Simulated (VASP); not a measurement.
# TiCo (Pm-3m) in VASP: further runs

Aim: see how the results for TiCo move with the level of theory and the settings. Levels: PBEsol, r2SCAN, PBE. Tasks: single point.

Program: VASP 6.6.1. These are calculated values, not measurements. Logs are shortened: lines on timing, memory, paths and dates and some standing lists are left out, and cuts for length are marked.

## (1) The cell of the first run

It takes space group Pm-3m (No. 221, cubic). Conventional cell: a = 2.986 Å, b = 2.986 Å, c = 2.986 Å, α = 90.00°, β = 90.00°, γ = 90.00°. Co (site symmetry m-3m) has 8 Ti at 2.59 Å and 6 Co at 2.99 Å within 3.4 Å. Within 3.4 Å of Ti (site symmetry m-3m) lie 8 Co at 2.59 Å and 6 Ti at 2.99 Å.

## (2) Single point, PBEsol, collinear spin, ferromagnetic start

The input, INCAR:

```
PREC = Accurate ; ENCUT = 690
EDIFF = 1E-6 ; ISMEAR = -1
SIGMA = 0.05 ; LREAL = False
LASPH = True ; NELM = 200
ALGO = Normal ; ISIF = 2
LWAVE = False ; LCHARG = True
ISPIN = 2 ; MAGMOM = 4 2
LORBIT = 11 ; NUPDOWN = 6.0
LMAXMIX = 4 ; GGA = PS
LELF = True ; LVHAR = True
NBANDS = 26 ; GGA_COMPAT = False
```

The input, KPOINTS:

```
regular mesh
0
Gamma
  8 8 8
```

The input, POSCAR:

```
TiCo
1.0
    2.9861109900      0.0000000000      0.0000000000
    0.0000000000      2.9861109900      0.0000000000
    0.0000000000      0.0000000000      2.9861109900
Co Ti
1 1
Direct
    0.5000000000      0.5000000000      0.5000000000
    0.0000000000      0.0000000000      0.0000000000
```

Potentials or basis: VASP PAW PBE potentials, release 64 (Co_sv, Ti_sv).

Launch:

```console
$ cat potpaw_PBE.64/Co_sv/POTCAR potpaw_PBE.64/Ti_sv/POTCAR > POTCAR
$ mpirun -np 1 vasp_std > vasp.out
```

OUTCAR:

```text
PREC = Accurate
   ENCUT = 690
   EDIFF = 1E-6
   ISMEAR = -1
   LREAL = False
   LASPH = True
   NELM = 200
   ISIF = 2
   ISPIN = 2
   LORBIT = 11
   NUPDOWN = 6.0
   GGA = PS

 ion  position               nearest neighbor table
   1  0.500  0.500  0.500-   2 2.59   2 2.59   2 2.59   2 2.59   2 2.59   2 2.59   2 2.59   2 2.59

   2  0.000  0.000  0.000-   1 2.59   1 2.59   1 2.59   1 2.59   1 2.59   1 2.59   1 2.59   1 2.59

  LATTYP: Found a simple cubic cell.
 ALAT       =     2.9861109900

  Lattice vectors:

 A1 = (   2.9861109900,   0.0000000000,   0.0000000000)
 A2 = (   0.0000000000,   2.9861109900,   0.0000000000)
 A3 = (   0.0000000000,   0.0000000000,   2.9861109900)

Analysis of symmetry for initial positions (statically):
=====================================================================
 Subroutine PRICEL returns:
 Original cell was already a primitive cell.

 Routine SETGRP: Setting up the symmetry group for a
 simple cubic supercell.

 Subroutine GETGRP returns: Found 48 space group operations
 (whereof 48 operations were pure point group operations)
 out of a pool of 48 trial point group operations.

The static configuration has the point symmetry O_h .

Analysis of symmetry for dynamics (positions and initial velocities):
=====================================================================
 Subroutine PRICEL returns:
 Original cell was already a primitive cell.

 Routine SETGRP: Setting up the symmetry group for a
 simple cubic supercell.

 Subroutine GETGRP returns: Found 48 space group operations
 (whereof 48 operations were pure point group operations)
 out of a pool of 48 trial point group operations.

The dynamic configuration has the point symmetry O_h .

Analysis of structural, dynamic, and magnetic symmetry:
=====================================================================
 Subroutine PRICEL returns:
 Original cell was already a primitive cell.

 Routine SETGRP: Setting up the symmetry group for a
 simple cubic supercell.

 Subroutine GETGRP returns: Found 48 space group operations
 (whereof 48 operations were pure point group operations)
 out of a pool of 48 trial point group operations.

The overall configuration has the point symmetry O_h .

 Subroutine INISYM returns: Found 48 space group operations
 (whereof 48 operations are pure point group operations),
 and found     1 'primitive' translations

----------------------------------------------------------------------------------------

                                     Primitive cell

  volume of cell :      26.6267

  direct lattice vectors                    reciprocal lattice vectors
     2.986110990  0.000000000  0.000000000     0.334883735  0.000000000  0.000000000
     0.000000000  2.986110990  0.000000000     0.000000000  0.334883735  0.000000000
     0.000000000  0.000000000  2.986110990     0.000000000  0.000000000  0.334883735

  length of vectors
     2.986110990  2.986110990  2.986110990     0.334883735  0.334883735  0.334883735

  position of ions in fractional coordinates (direct lattice)
     0.500000000  0.500000000  0.500000000
     0.000000000  0.000000000  0.000000000

  ion indices of the primitive-cell ions
   primitive index   ion index
                 1           1
                 2           2

----------------------------------------------------------------------------------------

 KPOINTS: regular mesh

Automatic generation of k-mesh.
 Grid dimensions read from file:
 generate k-points for:    8    8    8

 Generating k-lattice:

  Cartesian coordinates                     Fractional coordinates (reciprocal lattice)
     0.041860467  0.000000000  0.000000000     0.125000000  0.000000000  0.000000000
     0.000000000  0.041860467  0.000000000     0.000000000  0.125000000  0.000000000
     0.000000000  0.000000000  0.041860467     0.000000000  0.000000000  0.125000000

  Length of vectors
     0.041860467  0.041860467  0.041860467

  Shift w.r.t. Gamma in fractional coordinates (k-lattice)
     0.000000000  0.000000000  0.000000000

 Subroutine IBZKPT returns following result:
 ===========================================

 Found     35 irreducible k-points:

 Following reciprocal coordinates:
            Coordinates               Weight
  0.000000  0.000000  0.000000      1.000000
  0.125000  0.000000  0.000000      6.000000
  0.250000  0.000000  0.000000      6.000000
  0.375000  0.000000  0.000000      6.000000
  0.500000  0.000000  0.000000      3.000000
  0.125000  0.125000  0.000000     12.000000
[... 16 lines left out ...]
  0.375000  0.375000  0.125000     24.000000
  0.500000  0.375000  0.125000     24.000000
 [... further k-points ...]
   k-points           NKPTS =     35   k-points in BZ     NKDIM =     35   number of bands    NBANDS=     26
   number of dos      NEDOS =    301   number of ions     NIONS =      2
   total plane-waves  NPLWV =  21952
   dimension x,y,z NGX =    28 NGY =   28 NGZ =   28
   dimension x,y,z NGXF=    56 NGYF=   56 NGZF=   56
   ions per type =               1   1
   NGX,Y,Z   is equivalent  to a cutoff of  15.59, 15.59, 15.59 a.u.
   NGXF,Y,Z  is equivalent  to a cutoff of  31.18, 31.18, 31.18 a.u.
 SYSTEM =  unknown system
   PREC   = accura    normal or accurate (medium, high low for compatibility)
   ISTART =      0    job   : 0-new  1-cont  2-samecut
   ICHARG =      2    charge: 1-file 2-atom 10-const
   ISPIN  =      2    spin polarized calculation?
   LNONCOLLINEAR =      F non collinear calculations
   LSORBIT =      F    spin-orbit coupling
   LASPH  =      T    aspherical Exc in radial PAW
   ENCUT  =  690.0 eV  50.71 Ry    7.12 a.u.   6.40  6.40  6.40*2*pi/ulx,y,z
   NELM   =    200;   NELMIN=  2; NELMDL= -5     # of ELM steps
   EDIFF  = 0.1E-05   stopping-criterion for ELM
   LREAL  =      F    real-space projection
   EDIFFG = 0.1E-04   stopping-criterion for IOM
   NSW    =      0    number of steps for IOM
   IBRION =     -1    ionic relax: 0-MD 1-quasi-New 2-CG
   NFREE  =      0    steps in history (QN), initial steepest desc. (CG)
   ISIF   =      2    stress and relaxation
   ISYM   =      2    0-nonsym 1-usesym 2-fastsym
   POTIM  = 0.5000    time-step for ionic-motion
   TEBEG  =    0.0;   TEEND  =   0.0 temperature during run
   PSTRESS=    0.0 pullay stress
   NELECT =      29.0000    total number of electrons
   NUPDOWN=       6.0000    fix difference up-down
   EMIN   =  10.00;   EMAX   =-10.00  energy-range for DOS
   EFERMI =   0.00;   METHOD = LEGACY
   ISMEAR =    -1;   SIGMA  =   0.05  broadening in eV -4-tet -1-fermi 0-gaus
   EFERMI_NEDOS =   21; number of points for ismear=-14 and -15
   IALGO  =     38    algorithm
   IMIX   =      4    mixing-type and parameters
     AMIX     =   0.40;   BMIX     =  1.00
     AMIX_MAG =   1.60;   BMIX_MAG =  1.00
  volume/ion in A,a.u.               =      13.31        89.84
  Fermi-wavevector in a.u.,A,eV,Ry     =   1.684360  3.182979 38.600656  2.837068
  Thomas-Fermi vector in A             =   2.767396
   LORBIT       =     11    0 simple, 1 ext, 2 COOP (PROOUT), +10 PAW based schemes
   GGA     = PS    functional components
   LHFCALC =     F    Hartree Fock is set to
   AEXX    =    0.0000 exact exchange contribution
   IVDW    =     0    specifies the selected vdW correction
   LEPSILON=     F    determine dielectric tensor
   LRPA    =     F    only Hartree local field effects (RPA)
 spin polarized calculation
  energy-cutoff  :      690.00
  volume of cell :       26.63
 maximum number of plane-waves:      1110
 NGX is ok and might be reduce to    28
   NGX = 13   NGY = 13   NGZ = 13

 number of electron      29.0000030 magnetization       6.0000005

 Free energy of the ion-electron system (eV)
  ---------------------------------------------------
  ext. energy  EPLUGINS =         0.00000000
  ---------------------------------------------------
  free energy    TOTEN  =       -11.34924339 eV

  energy without entropy =      -11.32100687  energy(sigma->0) =      -11.33512513

 E-fermi :   8.5215     XC(G=0): -12.7816

 val. band max:       13.1335169592   @ k =   0.3750   0.2500   0.2500
 cond. band min:       8.5242670336   @ k =   0.2500   0.2500   0.2500
 fundamental gap:     -4.6092499256
 Fermi energy:        13.1437728683

 spin component 1

 k-point     1 :       0.0000    0.0000    0.0000
  band No.  band energies     occupation
      1     -87.5019      1.00000
      2     -50.8593      1.00000
      3     -50.8593      1.00000
      4     -50.8593      1.00000
      5     -44.5762      1.00000
      6     -20.9165      1.00000
[... 18 lines left out ...]
     25      28.9244      0.00000
     26      30.5132      0.00000

 k-point     2 :       0.1250    0.0000    0.0000
  band No.  band energies     occupation
      1     -87.5017      1.00000
      2     -50.8633      1.00000
      3     -50.8594      1.00000
      4     -50.8594      1.00000
      5     -44.5702      1.00000
      6     -20.9716      1.00000
[... 630 lines left out ...]
 k-point    24 :       0.5000    0.3750    0.1250
  band No.  band energies     occupation
      1     -87.4992      1.00000
      2     -50.8794      1.00000
      3     -50.8756      1.00000
      4     -50.8596      1.00000
      5     -44.5039      1.00000
      6     -21.2246      1.00000
[... 18 lines left out ...]
     25      25.6799      0.00000
     26      29.9508      0.00000

 [... further k-points ...]

 spin component 2

 k-point     1 :       0.0000    0.0000    0.0000
  band No.  band energies     occupation
      1     -84.5633      1.00000
      2     -47.9804      1.00000
      3     -47.9804      1.00000
      4     -47.9804      1.00000
      5     -42.8069      1.00000
      6     -19.1249      1.00000
[... 18 lines left out ...]
     25      31.0143      0.00000
     26      32.4317      0.00000

 k-point     2 :       0.1250    0.0000    0.0000
  band No.  band energies     occupation
      1     -84.5631      1.00000
      2     -47.9848      1.00000
      3     -47.9805      1.00000
      4     -47.9805      1.00000
      5     -42.8010      1.00000
      6     -19.1782      1.00000
[... 630 lines left out ...]
 k-point    24 :       0.5000    0.3750    0.1250
  band No.  band energies     occupation
      1     -84.5604      1.00000
      2     -48.0026      1.00000
      3     -47.9984      1.00000
      4     -47.9807      1.00000
      5     -42.7369      1.00000
      6     -19.4215      1.00000
[... 18 lines left out ...]
     25      27.6669      0.00000
     26      32.0648      0.00000

 [... further k-points ...]
[... 5 lines left out ...]
  --------------------------------------------------------------------------------------
  -------------------------------------------------------------------------------------
  Total        6.1150459      6.1150459      6.1150459      0.0000000      0.0000000      0.0000000
  in kB      367.9530971    367.9530971    367.9530971      0.0000000      0.0000000      0.0000000
  external PRESSURE =     367.9530971 kB  Pullay stress =       0.0000000 kB

 VOLUME and BASIS-vectors are now :
 -----------------------------------------------------------------------------
  energy-cutoff  :      690.00
  volume of cell :       26.63
      direct lattice vectors                 reciprocal lattice vectors
     2.986110990  0.000000000  0.000000000     0.334883735  0.000000000  0.000000000
     0.000000000  2.986110990  0.000000000     0.000000000  0.334883735  0.000000000
     0.000000000  0.000000000  2.986110990     0.000000000  0.000000000  0.334883735

 POSITION                                       TOTAL-FORCE (eV/Angst)
 -----------------------------------------------------------------------------------
      1.49306      1.49306      1.49306         0.000000      0.000000      0.000000
      0.00000      0.00000      0.00000         0.000000      0.000000      0.000000
 -----------------------------------------------------------------------------------
    total drift:                                0.000000      0.000000      0.000000

  FREE ENERGIE OF THE ION-ELECTRON SYSTEM (eV)
  ---------------------------------------------------
  free  energy   TOTEN  =       -11.3492433880 eV

  energy  without entropy=      -11.3210068685  energy(sigma->0) =      -11.33512513

 total charge

# of ion       s       p       d       tot
------------------------------------------
    1        2.285   6.142   6.513  14.940
    2        2.215   6.141   2.264  10.621
--------------------------------------------------
tot          4.500  12.284   8.777  25.561

 magnetization (x)

# of ion       s       p       d       tot
------------------------------------------
    1        0.061   0.139   2.408   2.608
    2        0.044   0.128   1.898   2.070
--------------------------------------------------
tot          0.105   0.267   4.306   4.678
```

It took 34 s on 1 thread of Intel Xeon 6975P-C (Granite Rapids), shared host; peak memory 0.2 GiB.

Results:

```yaml
Free_energy: -11.3492 eV
Pressure: 36.8 GPa
Net_moment: 6.00 μB per cell
Site_moments: Co +2.61; Ti +2.07 μB
Valence_electrons_inside_the_program's_atomic_spheres: Co 14.94; Ti 10.62
```

Caveat: the cell stands under pressure; the PAW data sets were made with another functional, which shifts forces and pressure a little; the total moment is fixed, so each spin has its own Fermi level and the state may be an excited one.

## (3) Single point, r2SCAN, collinear spin, ferromagnetic start

POSCAR is that of step 2.

The input, INCAR.step1:

```
SYSTEM = TiCo
PREC = Accurate
ENCUT = 760
ISMEAR = -1
SIGMA = 0.05
LREAL = .False.
LASPH = .True.
NELM = 200
ISPIN = 2
MAGMOM = 2 1
LMAXMIX = 4
NBANDS = 26
GGA = PE
ALGO = Normal
EDIFF = 1E-5
LWAVE = .True.
LCHARG = .False.
GGA_COMPAT = .False.
```

The input, INCAR.step2:

```
SYSTEM = TiCo
PREC = Accurate
ENCUT = 760
EDIFF = 1E-6
ISMEAR = -1
SIGMA = 0.05
LREAL = .False.
LASPH = .True.
NELM = 200
ALGO = Normal
ISIF = 2
LWAVE = .False.
LCHARG = .False.
ISPIN = 2
MAGMOM = 2 1
LORBIT = 11
LMAXMIX = 4
METAGGA = R2SCAN
LMIXTAU = .True.
NBANDS = 26
ISTART = 1
GGA_COMPAT = .False.
```

The input, KPOINTS:

```
Automatic mesh
0
Gamma
  5 5 5
  0 0 0
```

Potentials or basis: VASP PAW PBE potentials, release 64 (Co_sv, Ti_sv).

Launch:

```console
$ cat potpaw_PBE.64/Co_sv/POTCAR potpaw_PBE.64/Ti_sv/POTCAR > POTCAR
$ cp INCAR.step1 INCAR
$ mpirun -np 1 vasp_std > vasp.out
$ cp INCAR.step2 INCAR
$ mpirun -np 1 vasp_std > vasp.out
```

OUTCAR:

```text
SYSTEM = TiCo
   PREC = Accurate
   ENCUT = 760
   EDIFF = 1E-6
   ISMEAR = -1
   LREAL = .False.
   LASPH = .True.
   NELM = 200
   ISIF = 2
   ISPIN = 2
   LORBIT = 11
   METAGGA = R2SCAN
   ISTART = 1

 ion  position               nearest neighbor table
   1  0.500  0.500  0.500-   2 2.59   2 2.59   2 2.59   2 2.59   2 2.59   2 2.59   2 2.59   2 2.59

   2  0.000  0.000  0.000-   1 2.59   1 2.59   1 2.59   1 2.59   1 2.59   1 2.59   1 2.59   1 2.59

  LATTYP: Found a simple cubic cell.
 ALAT       =     2.9861109900

  Lattice vectors:

 A1 = (   2.9861109900,   0.0000000000,   0.0000000000)
 A2 = (   0.0000000000,   2.9861109900,   0.0000000000)
 A3 = (   0.0000000000,   0.0000000000,   2.9861109900)

Analysis of symmetry for initial positions (statically):
=====================================================================
 Subroutine PRICEL returns:
 Original cell was already a primitive cell.

 Routine SETGRP: Setting up the symmetry group for a
 simple cubic supercell.

 Subroutine GETGRP returns: Found 48 space group operations
[... 753 lines left out ...]
     25      22.9783      0.00000
     26      27.0986      0.00000

------------------------ aborting loop because EDIFF is reached ----------------------------------------

  FORCE on cell =-STRESS in cart. coord.  units (eV):
  Direction    XX          YY          ZZ          XY          YZ          ZX
  --------------------------------------------------------------------------------------
  -------------------------------------------------------------------------------------
  Total        0.1239821      0.1239821      0.1239821      0.0000000      0.0000000      0.0000000
  in kB        7.4602245      7.4602245      7.4602245      0.0000000      0.0000000      0.0000000
  external PRESSURE =       7.4602245 kB  Pullay stress =       0.0000000 kB

 VOLUME and BASIS-vectors are now :
 -----------------------------------------------------------------------------
  energy-cutoff  :      760.00
  volume of cell :       26.63
      direct lattice vectors                 reciprocal lattice vectors
     2.986110990  0.000000000  0.000000000     0.334883735  0.000000000  0.000000000
     0.000000000  2.986110990  0.000000000     0.000000000  0.334883735  0.000000000
     0.000000000  0.000000000  2.986110990     0.000000000  0.000000000  0.334883735

 POSITION                                       TOTAL-FORCE (eV/Angst)
 -----------------------------------------------------------------------------------
      1.49306      1.49306      1.49306         0.000000      0.000000      0.000000
      0.00000      0.00000      0.00000         0.000000      0.000000      0.000000
 -----------------------------------------------------------------------------------
    total drift:                                0.000000      0.000000      0.000000

  FREE ENERGIE OF THE ION-ELECTRON SYSTEM (eV)
  ---------------------------------------------------
  free  energy   TOTEN  =       -27.1082241281 eV

  energy  without entropy=      -27.1028342099  energy(sigma->0) =      -27.10552917

 total charge

# of ion       s       p       d       tot
------------------------------------------
    1        2.279   6.123   6.702  15.104
    2        2.243   6.201   1.804  10.247
--------------------------------------------------
tot          4.522  12.324   8.506  25.352

 magnetization (x)

# of ion       s       p       d       tot
------------------------------------------
    1        0.025  -0.007   1.380   1.398
    2       -0.009  -0.039  -0.217  -0.265
--------------------------------------------------
tot          0.016  -0.046   1.163   1.133
```

OSZICAR.step1:

```text
N       E                     dE             d eps       ncg     rms          rms(c)
DAV:   1     0.486280049845E+03    0.48628E+03   -0.19122E+04  1276   0.301E+03
DAV:   2     0.212944706564E+02   -0.46499E+03   -0.43933E+03  1400   0.741E+02
DAV:   3    -0.163503709362E+02   -0.37645E+02   -0.36744E+02  1502   0.205E+02
DAV:   4    -0.176132256300E+02   -0.12629E+01   -0.12540E+01  1518   0.312E+01
DAV:   5    -0.176543709316E+02   -0.41145E-01   -0.41114E-01  1296   0.541E+00    0.174E+01
DAV:   6    -0.174285226474E+02    0.22585E+00   -0.17871E+01  1352   0.694E+01    0.189E+01
DAV:   7    -0.167444339461E+02    0.68409E+00   -0.22367E+01  1308   0.504E+01    0.155E+01
DAV:   8    -0.157683353461E+02    0.97610E+00   -0.58145E+00  1462   0.281E+01    0.321E+00
DAV:   9    -0.157516736013E+02    0.16662E-01   -0.30861E-01  1480   0.489E+00    0.196E+00
DAV:  10    -0.157666680174E+02   -0.14994E-01   -0.14247E-01  1574   0.258E+00    0.139E+00
DAV:  11    -0.157713251680E+02   -0.46572E-02   -0.21227E-02  1460   0.104E+00    0.734E-01
DAV:  12    -0.157714444902E+02   -0.11932E-03   -0.95444E-03  1376   0.833E-01    0.225E-01
DAV:  13    -0.157713424452E+02    0.10205E-03   -0.58609E-04  1538   0.195E-01    0.141E-01
DAV:  14    -0.157713101943E+02    0.32251E-04   -0.92420E-04  1382   0.168E-01    0.274E-02
DAV:  15    -0.157713137674E+02   -0.35732E-05   -0.26203E-05   852   0.402E-02
   1 F= -.15771314E+02 E0= -.15767433E+02  d E =-.776177E-02  mag=     0.9036
```

Run time: 92 s. Hardware: 1 thread of AMD EPYC 7R13 (Zen 3), shared host; peak memory 0.16 GiB.

What came out:

```
Free energy                                           : -27.1082 eV
Pressure                                              : 0.7 GPa
Net moment                                            : 0.94 μB per cell
Site moments                                          : Co +1.40; Ti -0.27 μB
Valence electrons inside the program's atomic spheres : Co 15.10; Ti 10.25
```

Caveat: the k points lie up to 0.42 Å⁻¹ apart; the PAW data sets were made with another functional, which shifts forces and pressure a little.

(Part 1 of 2 ends here.)
